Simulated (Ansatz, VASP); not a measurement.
## One calculation of In3SbTe2, two programs

```
In Sb Te
1.0
     6.00848    0.00000    0.00000
    -3.00424    5.20350    0.00000
     0.00000    0.00000    6.25425
In Sb Te
3 1 2
Cartesian
  3.0042 0.0000 5.2829
  -1.5021 2.6017 5.2829
  1.5021 2.6017 5.2829
  0.0000 0.0000 1.3916
  0.0000 3.4690 1.9045
  3.0042 1.7345 1.9045
```

Alike in both runs: functional PBE; k mesh 3 × 3 × 4; occupations gaussian, width 0.1 eV; no spin polarisation.

Ansatz relaxed the structure, and its values are those at the end. VASP's run is a single point on that final structure, the one shown.

|  | VASP | Ansatz |
| --- | --- | --- |
| version | VASP 6.6.1 | Ansatz 0.2.0 |
| potentials or method | VASP PAW PBE potentials, release 64 (In_d, Sb, Te), cutoff 520 eV | scalar-relativistic, plane waves, PAW |
| valence electrons in the cell | 56 | 86 |

Ansatz gave:

| Quantity | Value |
| --- | --- |
| gap on the k mesh at the Fermi level (eV) | none |
| pressure (GPa) | -0.2 |
| rms of the force components (eV/Å) | 0.008 |

Task: Estimate VASP's values.

Result: gap on the k mesh at the Fermi level (eV): none; pressure (GPa): -0.3; rms of the force components (eV/Å): 0.009.

A gap of «none» marks a metal or a gap that the smearing closes. VASP's potentials hold 56 valence electrons a cell and Ansatz's 86, so a difference there can come from the potentials and not from the codes.

The k mesh is coarse, so the values compare programs but aren't converged. Neither program's run includes spin-orbit coupling.
